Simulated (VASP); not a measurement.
Here is a VASP 6.6.1 calculation.

Contents of INCAR:

```
SYSTEM = AlPt2S3
PREC     = Accurate       ! precision mode
ENCUT    = 520            ! plane-wave cutoff, eV
EDIFF    = 1E-6           ! SCF threshold, eV
ISMEAR   = 1              ! smearing method
SIGMA    = 0.15           ! smearing width, eV
LREAL    = .False.        ! projectors in reciprocal space
LASPH    = .True.         ! aspherical terms in the spheres
NELM     = 60             ! most SCF steps
ALGO     = Normal         ! electronic algorithm
ISIF     = 2              ! what is computed and relaxed
LWAVE    = .False.        ! write WAVECAR
LCHARG   = .False.        ! write CHGCAR
GGA      = PE             ! functional
NBANDS   = 53             ! bands
```

File KPOINTS:

```
Automatic mesh
0
Gamma
  2 3 3
  0 0 0
```

The input POSCAR:

```
AlPt2S3
1.0
    6.6582230000      0.4220820000      0.1786580000
    0.8622410000      6.1032260000     -0.5255550000
   -0.2968580000     -0.1067130000      6.1958160000
Pt S Al
4 6 2
Direct
    0.4055172323      0.4579493148      0.5810415697
    0.5190063582      0.0317883864      0.2240678076
    0.7197587485      0.1995867212      0.8711879340
    0.0081016315      0.2823334823      0.5180118893
    0.8197022752      0.4703948836      0.1960947539
    0.1195189495      0.0897472907      0.9408862563
    0.6290734309      0.7060707800      0.7960990171
    0.4508037934      0.6145735631      0.2090046743
    0.3343397434      0.9325692969      0.5635861341
    0.9179199708      0.8296381431      0.6380251977
    0.0796273084      0.5009595105      0.9481071936
    0.9321472013      0.9053033812      0.2880219754
```

Potentials or basis: VASP PAW PBE potentials, release 64 (Pt, S, Al).

Launch:

```console
$ cat potpaw_PBE.64/Pt/POTCAR potpaw_PBE.64/S/POTCAR potpaw_PBE.64/Al/POTCAR > POTCAR
$ mpirun -np 1 vasp_std > vasp.out
```

What does it give for the pressure?

-12.6 GPa.

What does it give for the largest force?

1.670 eV/Å.

Forces on the atoms (eV/Å):
```
Pt   0.593  0.150  0.319
Pt   0.022 -0.851  0.571
Pt   1.228 -0.006  0.484
Pt   0.443 -0.209 -0.365
S    0.304 -0.907  0.838
S   -0.151  0.719  0.280
S   -0.345 -0.580 -0.970
S   -0.474  0.534  0.562
S   -0.111  1.066 -1.123
S   -1.345 -0.241  0.960
Al   0.557 -0.659 -0.795
Al  -0.723  0.984 -0.762
```

Caveat: the k points lie up to 0.48 Å⁻¹ apart.
